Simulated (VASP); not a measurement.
# CdSe (Cadmoselite) (P6_3mc) in VASP: further runs, part 3 of 4

VASP 6.6.1.

### 4 Single point, PBEsol-based global hybrid

This run uses another cell than the first one, of 27.90 Å³/atom, 0.993 times its volume.

Input file POSCAR:

```
CdSe
1.0
    4.2969047768      0.0000000000      0.0000000000
   -2.1484523884      3.7212286943      0.0000000000
    0.0000000000      0.0000000000      6.9788971636
Cd Se
2 2
Direct
    0.6666666667      0.3333333333      0.5042804274
    0.3333333333      0.6666666667      0.0042804274
    0.6666666667      0.3333333333      0.8807195726
    0.3333333333      0.6666666667      0.3807195726
```

Input file INCAR.step1:

```
PREC = Accurate
ENCUT = 520
EDIFF = 1E-5
ISMEAR = -1
SIGMA = 0.05
LREAL = False
LASPH = True
NELM = 100
ALGO = Normal
ISIF = 2
LWAVE = True
NBANDS = 26
GGA = PE
```

Input file INCAR.step2:

```
PREC = Accurate
ENCUT = 520
EDIFF = 1E-7
ISMEAR = -1
SIGMA = 0.05
LREAL = False
LASPH = True
NELM = 100
ALGO = Normal
ISIF = 2
LWAVE = False
LCHARG = True
GGA = PS
LHFCALC = True
AEXX = 0.25
PRECFOCK = Normal
LELF = True
LVHAR = True
NBANDS = 26
ISTART = 1
```

Input file KPOINTS:

```
regular mesh
0
Gamma
  4 4 2
```

Potentials or basis: VASP PAW PBE potentials, release 64 (Cd, Se).

On the command line:

```bash
$ cat potpaw_PBE.64/Cd/POTCAR potpaw_PBE.64/Se/POTCAR > POTCAR
$ cp INCAR.step1 INCAR
$ mpirun -np 1 vasp_std > vasp.out
$ cp INCAR.step2 INCAR
$ mpirun -np 1 vasp_std > vasp.out
```

OUTCAR:

```text
PREC = Accurate
   ENCUT = 520
   EDIFF = 1E-7
   ISMEAR = -1
   LREAL = False
   LASPH = True
   NELM = 100
   ISIF = 2
   GGA = PS
   LHFCALC = True
   AEXX = 0.25
   PRECFOCK = Normal
   ISTART = 1

 ion  position               nearest neighbor table
   1  0.667  0.333  0.504-   4 2.63   4 2.63   4 2.63   3 2.63
   2  0.333  0.667  0.004-   3 2.63   3 2.63   3 2.63   4 2.63
   3  0.667  0.333  0.881-   2 2.63   2 2.63   2 2.63   1 2.63
   4  0.333  0.667  0.381-   1 2.63   1 2.63   1 2.63   2 2.63

  LATTYP: Found a hexagonal cell.
 ALAT       =     4.2969047768
 C/A-ratio  =     1.6241684482

  Lattice vectors:

 A1 = (   4.2969047768,   0.0000000000,   0.0000000000)
 A2 = (  -2.1484523884,   3.7212286943,   0.0000000000)
 A3 = (   0.0000000000,   0.0000000000,   6.9788971636)

Analysis of symmetry for initial positions (statically):
=====================================================================
 Subroutine PRICEL returns:
 Original cell was already a primitive cell.

 Routine SETGRP: Setting up the symmetry group for a
 hexagonal supercell.

 Subroutine GETGRP returns: Found 12 space group operations
 (whereof  6 operations were pure point group operations)
 out of a pool of 24 trial point group operations.

The static configuration has the point symmetry C_3v.
 The point group associated with its full space group is C_6v.

Analysis of symmetry for dynamics (positions and initial velocities):
=====================================================================
 Subroutine PRICEL returns:
 Original cell was already a primitive cell.

 Routine SETGRP: Setting up the symmetry group for a
 hexagonal supercell.

[... 113 lines left out ...]
  volume/ion in A,a.u.               =      27.90       188.26
  Fermi-wavevector in a.u.,A,eV,Ry     =   1.122792  2.121770 17.152351  1.260662
  Thomas-Fermi vector in A             =   2.259454
   LORBIT       =      0    0 simple, 1 ext, 2 COOP (PROOUT), +10 PAW based schemes
   GGA     = PS    functional components
   LHFCALC =     T    Hartree Fock is set to
   PRECFOCK=normal    Normal, Fast or Accurate (Low or Medium for compatibility)
   ENCUT4O =  -1.0   cutoff for four orbital integrals eV
   NKREDX  =     1    reduce k-point grid by
   NKREDY  =     1    reduce k-point grid by
   NKREDZ  =     1    reduce k-point grid by
   AEXX    =    0.2500 exact exchange contribution
   HFSCREEN=    0.0000 screening length (either q_TF or 0.3 A-1)
   HFSCREENC=   0.0000 screening length for correlation (either q_TF or 0.3 A-1)
   ENCUTFOCK=  -1.0 apply spherical cutoff to Coloumb kernel
   IVDW    =     0    specifies the selected vdW correction
   LEPSILON=     F    determine dielectric tensor
   LRPA    =     F    only Hartree local field effects (RPA)
 non-spin polarized calculation
  energy-cutoff  :      520.00
  volume of cell :      111.59
 maximum number of plane-waves:      3018
 NGX is ok and might be reduce to    32
  NGX = 24; NGY = 24; NGZ = 40

 number of electron      35.9999997 magnetization

 Free energy of the ion-electron system (eV)
  ---------------------------------------------------
  ext. energy  EPLUGINS =         0.00000000
  ---------------------------------------------------
  free energy    TOTEN  =       -15.79165058 eV

  energy without entropy =      -15.79165058  energy(sigma->0) =      -15.79165058

 E-fermi :   1.0158     XC(G=0):  -7.2077

 val. band max:       -0.0674479541   @ k =   0.0000   0.0000   0.0000
 cond. band min:       2.1488248648   @ k =   0.0000   0.0000   0.0000
 fundamental gap:      2.2162728189
 Fermi energy:         1.0158045440

 k-point     1 :       0.0000    0.0000    0.0000
  band No.  band energies     occupation
      1     -13.9096      2.00000
      2     -13.4778      2.00000
      3      -9.2584      2.00000
      4      -9.2504      2.00000
      5      -9.2504      2.00000
      6      -9.1798      2.00000
[... 221 lines left out ...]
     25       9.3469      0.00000
     26       9.3469      0.00000

------------------------ aborting loop because EDIFF is reached ----------------------------------------

  FORCE on cell =-STRESS in cart. coord.  units (eV):
  Direction    XX          YY          ZZ          XY          YZ          ZX
  --------------------------------------------------------------------------------------
  -------------------------------------------------------------------------------------
  Total        0.1079704      0.1079704      0.1060300      0.0000000      0.0000000      0.0000000
  in kB        1.5501949      1.5501949      1.5223354      0.0000000      0.0000000      0.0000000
  external PRESSURE =       1.5409084 kB  Pullay stress =       0.0000000 kB

 VOLUME and BASIS-vectors are now :
 -----------------------------------------------------------------------------
  energy-cutoff  :      520.00
  volume of cell :      111.59
      direct lattice vectors                 reciprocal lattice vectors
     4.296904777  0.000000000  0.000000000     0.232725660  0.134364222  0.000000000
    -2.148452388  3.721228694  0.000000000     0.000000000  0.268728445  0.000000000
     0.000000000  0.000000000  6.978897164     0.000000000  0.000000000  0.143289115

 POSITION                                       TOTAL-FORCE (eV/Angst)
 -----------------------------------------------------------------------------------
      2.14845      1.24041      3.51932        -0.000000      0.000000      0.002577
     -0.00000      2.48082      0.02987         0.000000     -0.000000      0.002577
      2.14845      1.24041      6.14645         0.000000     -0.000000     -0.002577
     -0.00000      2.48082      2.65700         0.000000     -0.000000     -0.002577
 -----------------------------------------------------------------------------------
    total drift:                               -0.000000     -0.000000     -0.000161

  FREE ENERGIE OF THE ION-ELECTRON SYSTEM (eV)
  ---------------------------------------------------
  free  energy   TOTEN  =       -15.7916505845 eV

  energy  without entropy=      -15.7916505844  energy(sigma->0) =      -15.79165058
```

OUTCAR.step1:

```text
PREC = Accurate
   ENCUT = 520
   EDIFF = 1E-5
   ISMEAR = -1
   LREAL = False
   LASPH = True
[... 444 lines left out ...]
     -0.00000      2.48082      0.02987        -0.000000      0.000000      0.006929
      2.14845      1.24041      6.14645        -0.000000      0.000000     -0.006929
     -0.00000      2.48082      2.65700         0.000000     -0.000000     -0.006929
 -----------------------------------------------------------------------------------
    total drift:                               -0.000000     -0.000000     -0.000171

  FREE ENERGIE OF THE ION-ELECTRON SYSTEM (eV)
  ---------------------------------------------------
  free  energy   TOTEN  =       -10.8548032198 eV

  energy  without entropy=      -10.8547192832  energy(sigma->0) =      -10.85476125
```

OSZICAR.step1:

```text
N       E                     dE             d eps       ncg     rms          rms(c)
DAV:   1     0.243463744610E+03    0.24346E+03   -0.17217E+04   416   0.125E+03
DAV:   2     0.140992555804E+01   -0.24205E+03   -0.23344E+03   444   0.310E+02
DAV:   3    -0.115161381808E+02   -0.12926E+02   -0.12857E+02   498   0.719E+01
DAV:   4    -0.116204022302E+02   -0.10426E+00   -0.10419E+00   464   0.602E+00
DAV:   5    -0.116210120111E+02   -0.60978E-03   -0.60972E-03   484   0.449E-01    0.900E+00
DAV:   6    -0.108916843023E+02    0.72933E+00   -0.12456E+00   492   0.110E+01    0.707E+00
DAV:   7    -0.108561780945E+02    0.35506E-01   -0.55850E-01   444   0.380E+00    0.259E+00
DAV:   8    -0.108543658081E+02    0.18123E-02   -0.58322E-02   432   0.243E+00    0.404E-01
DAV:   9    -0.108545395608E+02   -0.17375E-03   -0.74705E-03   458   0.986E-01    0.115E-01
DAV:  10    -0.108547111334E+02   -0.17157E-03   -0.84567E-04   442   0.314E-01    0.751E-02
DAV:  11    -0.108548036464E+02   -0.92513E-04   -0.20047E-04   438   0.798E-02    0.266E-02
DAV:  12    -0.108548032198E+02    0.42660E-06   -0.31732E-05   456   0.594E-02
   1 F= -.10854803E+02 E0= -.10854761E+02  d E =-.839366E-04
```

Wall time 20 min (1 thread of Intel Xeon Platinum 8375C at 2.90GHz (Ice Lake), shared host); peak memory 0.26 GiB.

Results:

| Item | Value |
| --- | --- |
| Free energy | -15.7917 eV |
| Pressure | 0.2 GPa |
| Band gap on the k mesh | 2.22 eV, direct |

Forces on the atoms (eV/Å):
```
Cd   0.000  0.000  0.003
Cd   0.000  0.000  0.003
Se   0.000  0.000 -0.003
Se   0.000  0.000 -0.003
```

Levels at points of the mesh, in eV from the valence-band top:
| k point | band 16 | band 17 | band 18 | band 19 | band 20 | band 21 |
| --- | --- | --- | --- | --- | --- | --- |
| (0.00, 0.00, 0.00) | -0.03 | 0.00 | 0.00 | 2.22 | 3.79 | 7.54 |
| (0.50, 0.00, 0.00) | -2.07 | -1.47 | -0.84 | 4.86 | 4.91 | 6.29 |
| (0.00, 0.00, 0.50) | -0.45 | -0.45 | -0.45 | 3.99 | 3.99 | 7.56 |
| (0.50, 0.00, 0.50) | -1.50 | -1.48 | -1.48 | 4.50 | 4.50 | 6.48 |

Caveat: the k points lie up to 0.45 Å⁻¹ apart; the PAW data sets were made with another functional, which shifts forces and pressure a little.

### 5 Single point, PBE (volume scaled by 1.02)

Input file INCAR:

```
SYSTEM = CdSe
PREC     = Accurate       ! precision mode
ENCUT    = 520            ! plane-wave cutoff, eV
EDIFF    = 1E-7           ! SCF threshold, eV
ISMEAR   = -1             ! smearing method
SIGMA    = 0.05           ! smearing width, eV
LREAL    = .FALSE.        ! projectors in reciprocal space
LASPH    = .TRUE.         ! aspherical terms in the spheres
NELM     = 60             ! most SCF steps
ALGO     = Normal         ! electronic algorithm
ISIF     = 2              ! what is computed and relaxed
LWAVE    = .FALSE.        ! write WAVECAR
LCHARG   = .TRUE.         ! write CHGCAR
GGA      = PE             ! functional
LELF     = .TRUE.         ! ELF
LVHAR    = .TRUE.       
NBANDS   = 26             ! bands
```

Input file KPOINTS:

```
regular mesh
0
G
  7 7 4
  0 0 0
```

Input file POSCAR:

```
CdSe
1.0
    4.3284776511      0.0000000000      0.0000000000
   -2.1642388256      3.7485716056      0.0000000000
    0.0000000000      0.0000000000      7.0664914211
Cd Se
2 2
Direct
    0.6666666667      0.3333333333      0.5000000000
    0.3333333333      0.6666666667      0.0000000000
    0.6666666667      0.3333333333      0.8850000000
    0.3333333333      0.6666666667      0.3850000000
```

On the command line:

```bash
$ cat potpaw_PBE.64/Cd/POTCAR potpaw_PBE.64/Se/POTCAR > POTCAR
$ mpirun -np 1 vasp_std > vasp.out
```

Wall time 62 s (1 thread of Intel Xeon Platinum 8259CL at 2.50GHz (Skylake/Cascade Lake), shared host); peak memory 0.25 GiB.

It converged, with:

* Free energy: -10.9431 eV
* Pressure: 2.2 GPa
* Largest force: 0.271 eV/Å
* Band gap on the k mesh: 0.66 eV, direct

Forces on the atoms (eV/Å):
```
Cd   0.000  0.000  0.271
Cd   0.000  0.000  0.271
Se   0.000  0.000 -0.271
Se   0.000  0.000 -0.271
```

Stress tensor (GPa, compression positive):
```
2.82 0.00 0.00
0.00 2.82 0.00
0.00 0.00 0.97
```

Levels at points of the mesh, in eV from the valence-band top:
| k point | band 15 | band 16 | band 17 | band 18 | band 19 | band 20 | band 21 | band 22 |
| --- | --- | --- | --- | --- | --- | --- | --- | --- |
| (0.00, 0.00, 0.00) | -0.69 | 0.00 | 0.00 | 0.00 | 0.66 | 2.10 | 5.88 | 5.88 |
| (0.00, 0.00, 0.50) | -0.36 | -0.36 | -0.36 | -0.36 | 2.30 | 2.30 | 5.80 | 5.80 |

Caveat: the cell differs from its parent crystal (volume scaled by 1.02).

(Part 3 of 4 ends here.)
